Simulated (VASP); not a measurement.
# KMgI3 (Pm-3m) in VASP: relaxation of cell and atoms with PBEsol

Aim: the relaxation of cell and atoms of KMgI3 with PBEsol.

Program: VASP 6.6.1. These are calculated values, not measurements. Logs are shortened: lines on timing, memory, paths and dates and some standing lists are left out, and cuts for length are marked.

## (1) The cell of the first run

The structure is cubic, space group Pm-3m (No. 221). Conventional cell: a = 5.932 Å, b = 5.932 Å, c = 5.932 Å, α = 90.00°, β = 90.00°, γ = 90.00°. K (site symmetry m-3m) has 12 I at 4.19 Å and 8 Mg at 5.14 Å within 5.5 Å. Mg (site symmetry m-3m) has 6 I at 2.97 Å within 3.9 Å. Within 3.9 Å of I (site symmetry 4/mmm) lie 2 Mg at 2.97 Å.

## (2) Relaxation of cell and atoms, PBEsol

Input file INCAR:

```
PREC = Accurate
ENCUT = 600
EDIFF = 1E-7
ISMEAR = -1
SIGMA = 0.03
LREAL = False
LASPH = True
NELM = 100
ALGO = Normal
ISIF = 3
LWAVE = False
LCHARG = False
GGA = PS
IBRION = 2
NSW = 100
EDIFFG = -0.01
```

Input file KPOINTS:

```
Automatic mesh
0
Gamma
  4 4 4
```

Input file POSCAR:

```
KMgI3
1.0
    5.9317701100      0.0000000000      0.0000000000
    0.0000000000      5.9317701100      0.0000000000
    0.0000000000      0.0000000000      5.9317701100
K Mg I
1 1 3
Direct
    0.0000000000      0.0000000000      0.0000000000
    0.5000000000      0.5000000000      0.5000000000
    0.0000000000      0.5000000000      0.5000000000
    0.5000000000      0.0000000000      0.5000000000
    0.5000000000      0.5000000000      0.0000000000
```

Potentials or basis: VASP PAW PBE potentials, release 64 (K_sv, Mg, I).

Run with:

```sh
$ cat potpaw_PBE.64/K_sv/POTCAR potpaw_PBE.64/Mg/POTCAR potpaw_PBE.64/I/POTCAR > POTCAR
$ mpirun -np 1 vasp_std > vasp.out
```

OUTCAR:

```text
PREC = Accurate
   ENCUT = 600
   EDIFF = 1E-7
   ISMEAR = -1
   LREAL = False
   LASPH = True
   NELM = 100
   ISIF = 3
   GGA = PS
   IBRION = 2
   NSW = 100
   EDIFFG = -0.01

 ion  position               nearest neighbor table
   1  0.000  0.000  0.000-
   2  0.500  0.500  0.500-   3 2.97   4 2.97   5 2.97   5 2.97   4 2.97   3 2.97
   3  0.000  0.500  0.500-   2 2.97   2 2.97
   4  0.500  0.000  0.500-   2 2.97   2 2.97
   5  0.500  0.500  0.000-   2 2.97   2 2.97

  LATTYP: Found a simple cubic cell.
 ALAT       =     5.9317701100

  Lattice vectors:

 A1 = (   5.9317701100,   0.0000000000,   0.0000000000)
 A2 = (   0.0000000000,   5.9317701100,   0.0000000000)
 A3 = (   0.0000000000,   0.0000000000,   5.9317701100)

Analysis of symmetry for initial positions (statically):
=====================================================================
 Subroutine PRICEL returns:
 Original cell was already a primitive cell.

 Routine SETGRP: Setting up the symmetry group for a
 simple cubic supercell.

 Subroutine GETGRP returns: Found 48 space group operations
 (whereof 48 operations were pure point group operations)
 out of a pool of 48 trial point group operations.

The static configuration has the point symmetry O_h .

Analysis of symmetry for dynamics (positions and initial velocities):
=====================================================================
 Subroutine PRICEL returns:
 Original cell was already a primitive cell.

 Routine SETGRP: Setting up the symmetry group for a
 simple cubic supercell.

 Subroutine GETGRP returns: Found 48 space group operations
 (whereof 48 operations were pure point group operations)
 out of a pool of 48 trial point group operations.

The dynamic configuration has the point symmetry O_h .

 Subroutine INISYM returns: Found 48 space group operations
 (whereof 48 operations are pure point group operations),
 and found     1 'primitive' translations

----------------------------------------------------------------------------------------

                                     Primitive cell

  volume of cell :     208.7146

  direct lattice vectors                    reciprocal lattice vectors
     5.931770110  0.000000000  0.000000000     0.168583742  0.000000000  0.000000000
     0.000000000  5.931770110  0.000000000     0.000000000  0.168583742  0.000000000
     0.000000000  0.000000000  5.931770110     0.000000000  0.000000000  0.168583742

  length of vectors
     5.931770110  5.931770110  5.931770110     0.168583742  0.168583742  0.168583742

  position of ions in fractional coordinates (direct lattice)
     0.000000000  0.000000000  0.000000000
     0.500000000  0.500000000  0.500000000
     0.000000000  0.500000000  0.500000000
     0.500000000  0.000000000  0.500000000
     0.500000000  0.500000000  0.000000000

  ion indices of the primitive-cell ions
   primitive index   ion index
                 1           1
                 2           2
                 3           3
                 4           4
                 5           5

----------------------------------------------------------------------------------------

 KPOINTS: Automatic mesh

Automatic generation of k-mesh.
 Grid dimensions read from file:
 generate k-points for:    4    4    4

 Generating k-lattice:

  Cartesian coordinates                     Fractional coordinates (reciprocal lattice)
     0.042145935  0.000000000  0.000000000     0.250000000  0.000000000  0.000000000
     0.000000000  0.042145935  0.000000000     0.000000000  0.250000000  0.000000000
     0.000000000  0.000000000  0.042145935     0.000000000  0.000000000  0.250000000

  Length of vectors
     0.042145935  0.042145935  0.042145935

  Shift w.r.t. Gamma in fractional coordinates (k-lattice)
     0.000000000  0.000000000  0.000000000

 Subroutine IBZKPT returns following result:
 ===========================================

 Found     10 irreducible k-points:

 Following reciprocal coordinates:
            Coordinates               Weight
  0.000000  0.000000  0.000000      1.000000
  0.250000  0.000000  0.000000      6.000000
  0.500000  0.000000  0.000000      3.000000
  0.250000  0.250000  0.000000     12.000000
  0.500000  0.250000  0.000000     12.000000
  0.500000  0.500000  0.000000      3.000000
  0.250000  0.250000  0.250000      8.000000
  0.500000  0.250000  0.250000     12.000000
  0.500000  0.500000  0.250000      6.000000
  0.500000  0.500000  0.500000      1.000000
   k-points           NKPTS =     10   k-points in BZ     NKDIM =     10   number of bands    NBANDS=     20
   number of dos      NEDOS =    301   number of ions     NIONS =      5
   total plane-waves  NPLWV = 110592
   dimension x,y,z NGX =    48 NGY =   48 NGZ =   48
   dimension x,y,z NGXF=    96 NGYF=   96 NGZF=   96
   ions per type =               1   1   3
   NGX,Y,Z   is equivalent  to a cutoff of  13.45, 13.45, 13.45 a.u.
   NGXF,Y,Z  is equivalent  to a cutoff of  26.91, 26.91, 26.91 a.u.
 SYSTEM =  unknown system
   PREC   = accura    normal or accurate (medium, high low for compatibility)
   ISTART =      0    job   : 0-new  1-cont  2-samecut
   ICHARG =      2    charge: 1-file 2-atom 10-const
   ISPIN  =      1    spin polarized calculation?
   LNONCOLLINEAR =      F non collinear calculations
   LSORBIT =      F    spin-orbit coupling
   LASPH  =      T    aspherical Exc in radial PAW
   ENCUT  =  600.0 eV  44.10 Ry    6.64 a.u.  11.85 11.85 11.85*2*pi/ulx,y,z
   NELM   =    100;   NELMIN=  2; NELMDL= -5     # of ELM steps
   EDIFF  = 0.1E-06   stopping-criterion for ELM
   LREAL  =      F    real-space projection
   EDIFFG = -.1E-01   stopping-criterion for IOM
   NSW    =    100    number of steps for IOM
   IBRION =      2    ionic relax: 0-MD 1-quasi-New 2-CG
   NFREE  =      1    steps in history (QN), initial steepest desc. (CG)
   ISIF   =      3    stress and relaxation
   ISYM   =      2    0-nonsym 1-usesym 2-fastsym
   POTIM  = 0.5000    time-step for ionic-motion
   TEBEG  =    0.0;   TEEND  =   0.0 temperature during run
   PSTRESS=    0.0 pullay stress
   NELECT =      32.0000    total number of electrons
   NUPDOWN=      -1.0000    fix difference up-down
   EMIN   =  10.00;   EMAX   =-10.00  energy-range for DOS
   EFERMI =   0.00;   METHOD = LEGACY
   ISMEAR =    -1;   SIGMA  =   0.03  broadening in eV -4-tet -1-fermi 0-gaus
   EFERMI_NEDOS =   21; number of points for ismear=-14 and -15
   IALGO  =     38    algorithm
   IMIX   =      4    mixing-type and parameters
     AMIX     =   0.40;   BMIX     =  1.00
     AMIX_MAG =   1.60;   BMIX_MAG =  1.00
  volume/ion in A,a.u.               =      41.74       281.70
  Fermi-wavevector in a.u.,A,eV,Ry     =   0.876208  1.655793 10.445741  0.767740
  Thomas-Fermi vector in A             =   1.995986
   LORBIT       =      0    0 simple, 1 ext, 2 COOP (PROOUT), +10 PAW based schemes
   GGA     = PS    functional components
   LHFCALC =     F    Hartree Fock is set to
   AEXX    =    0.0000 exact exchange contribution
   IVDW    =     0    specifies the selected vdW correction
   LEPSILON=     F    determine dielectric tensor
   LRPA    =     F    only Hartree local field effects (RPA)
 conjugate gradient relaxation of ions
 non-spin polarized calculation
  energy-cutoff  :      600.00
  volume of cell :      208.71
 maximum number of plane-waves:      6984
 NGX is ok and might be reduce to    48
   NGX = 23   NGY = 23   NGZ = 23

--------------------------------------- Ionic step        1  -------------------------------------------

 number of electron      31.9999993 magnetization

 Free energy of the ion-electron system (eV)
  ---------------------------------------------------
  ext. energy  EPLUGINS =         0.00000000
  ---------------------------------------------------
  free energy    TOTEN  =       -13.67267221 eV

  energy without entropy =      -13.67267221  energy(sigma->0) =      -13.67267221

------------------------ aborting loop because EDIFF is reached ----------------------------------------

  FORCE on cell =-STRESS in cart. coord.  units (eV):
  Direction    XX          YY          ZZ          XY          YZ          ZX
  --------------------------------------------------------------------------------------
  -------------------------------------------------------------------------------------
  Total       -2.0798780     -2.0798780     -2.0798780      0.0000000      0.0000000     -0.0000000
  in kB      -15.9659773    -15.9659773    -15.9659773      0.0000000      0.0000000     -0.0000000
  external PRESSURE =     -15.9659773 kB  Pullay stress =       0.0000000 kB

 VOLUME and BASIS-vectors are now :
 -----------------------------------------------------------------------------
  energy-cutoff  :      600.00
  volume of cell :      208.71
      direct lattice vectors                 reciprocal lattice vectors
     5.931770110  0.000000000  0.000000000     0.168583742  0.000000000  0.000000000
     0.000000000  5.931770110  0.000000000     0.000000000  0.168583742  0.000000000
     0.000000000  0.000000000  5.931770110     0.000000000  0.000000000  0.168583742

 POSITION                                       TOTAL-FORCE (eV/Angst)
 -----------------------------------------------------------------------------------
      0.00000      0.00000      0.00000         0.000000      0.000000      0.000000
      2.96589      2.96589      2.96589         0.000000      0.000000      0.000000
      0.00000      2.96589      2.96589         0.000000      0.000000      0.000000
      2.96589      0.00000      2.96589         0.000000      0.000000      0.000000
      2.96589      2.96589      0.00000         0.000000      0.000000      0.000000
 -----------------------------------------------------------------------------------
    total drift:                               -0.000000      0.000000     -0.000000

  FREE ENERGIE OF THE ION-ELECTRON SYSTEM (eV)
  ---------------------------------------------------
  free  energy   TOTEN  =       -13.6726722124 eV
[... 65 lines left out ...]
 POSITION                                       TOTAL-FORCE (eV/Angst)
 -----------------------------------------------------------------------------------
      0.00000      0.00000      0.00000        -0.000000      0.000000      0.000000
      2.87756      2.87756      2.87756         0.000000      0.000000     -0.000000
      0.00000      2.87756      2.87756        -0.000000     -0.000000      0.000000
      2.87756      0.00000      2.87756        -0.000000     -0.000000      0.000000
      2.87756      2.87756      0.00000        -0.000000      0.000000      0.000000
 -----------------------------------------------------------------------------------
    total drift:                               -0.000000      0.000000     -0.000000

  FREE ENERGIE OF THE ION-ELECTRON SYSTEM (eV)
  ---------------------------------------------------
  free  energy   TOTEN  =       -13.7731625207 eV

  energy  without entropy=      -13.7731625205  energy(sigma->0) =      -13.77316252

--------------------------------------- Ionic step        4  -------------------------------------------

 number of electron      32.0000004 magnetization

 Free energy of the ion-electron system (eV)
  ---------------------------------------------------
  ext. energy  EPLUGINS =         0.00000000
  ---------------------------------------------------
  free energy    TOTEN  =       -13.77321777 eV

  energy without entropy =      -13.77321776  energy(sigma->0) =      -13.77321777

 E-fermi :   2.2595     XC(G=0):  -7.9174

 val. band max:        1.6181616211   @ k =   0.5000   0.5000   0.5000
 cond. band min:       2.8360862762   @ k =   0.0000   0.0000   0.0000
 fundamental gap:      1.2179246551
 Fermi energy:         2.2595367374

 k-point     1 :       0.0000    0.0000    0.0000
  band No.  band energies     occupation
      1     -27.9925      2.00000
      2     -11.5163      2.00000
      3     -11.5163      2.00000
      4     -11.5163      2.00000
      5     -10.5165      2.00000
      6      -9.6178      2.00000
[... 12 lines left out ...]
     19       6.4737      0.00000
     20       6.4737      0.00000

 k-point     2 :       0.2500    0.0000    0.0000
  band No.  band energies     occupation
      1     -27.9925      2.00000
      2     -11.5272      2.00000
      3     -11.5158      2.00000
      4     -11.5158      2.00000
      5     -10.4046      2.00000
      6      -9.7366      2.00000
[... 209 lines left out ...]
 VOLUME and BASIS-vectors are now :
 -----------------------------------------------------------------------------
  energy-cutoff  :      600.00
  volume of cell :      190.20
      direct lattice vectors                 reciprocal lattice vectors
     5.750956306 -0.000000000 -0.000000000     0.173884124 -0.000000000  0.000000000
     0.000000000  5.750956306  0.000000000     0.000000000  0.173884124 -0.000000000
    -0.000000000  0.000000000  5.750956306     0.000000000 -0.000000000  0.173884124

 POSITION                                       TOTAL-FORCE (eV/Angst)
 -----------------------------------------------------------------------------------
      0.00000      0.00000      0.00000        -0.000000      0.000000      0.000000
      2.87548      2.87548      2.87548         0.000000      0.000000     -0.000000
      0.00000      2.87548      2.87548        -0.000000     -0.000000      0.000000
      2.87548      0.00000      2.87548         0.000000     -0.000000      0.000000
      2.87548      2.87548      0.00000        -0.000000      0.000000      0.000000
 -----------------------------------------------------------------------------------
    total drift:                               -0.000000      0.000000     -0.000000

  FREE ENERGIE OF THE ION-ELECTRON SYSTEM (eV)
  ---------------------------------------------------
  free  energy   TOTEN  =       -13.7732177651 eV

  energy  without entropy=      -13.7732177650  energy(sigma->0) =      -13.77321777

 reached required accuracy - stopping structural energy minimisation
```

Run time: 2.8 min. Hardware: 1 thread of Intel Xeon Platinum 8259CL at 2.50GHz (Skylake/Cascade Lake), shared host; peak memory 0.37 GiB.

What came out:

```yaml
Free_energy: -13.7732 eV
Relaxed_volume: 38.04 Å³/atom
Relaxed_cell: a = 5.751 Å, b = 5.751 Å, c = 5.751 Å, α = 90.00°, β = 90.00°, γ = 90.00°
Space_group_after_relaxing_to_0.1_Å: Pm-3m (No. 221)
Energy_gained_by_relaxing: 20.1 meV/atom
Ionic_steps: 4
Pressure_after_relaxing: 0.0 GPa
Band_gap_on_the_k_mesh: 1.22 eV (least direct gap 1.75 eV)
```

Step by step:
```
step  energy change (eV)  largest force (eV/Å)  pressure (GPa)  volume (Å³)
   1              0.0000                0.0000           -1.60       208.71
   2             -0.0880                0.0000           -0.63       196.40
   3             -0.1005                0.0000           -0.04       190.62
   4             -0.1005                0.0000            0.00       190.20
```

Final structure:
```
CELL_PARAMETERS angstrom
5.75096 0.00000 0.00000
0.00000 5.75096 0.00000
0.00000 0.00000 5.75096
ATOMIC_POSITIONS crystal
K 0.00000 0.00000 0.00000
Mg 0.50000 0.50000 0.50000
I 0.00000 0.50000 0.50000
I 0.50000 0.00000 0.50000
I 0.50000 0.50000 0.00000
```

Caveat: the PAW data sets were made with another functional, which shifts forces and pressure a little; spin-orbit coupling is left out, which moves the levels of the heavy elements.
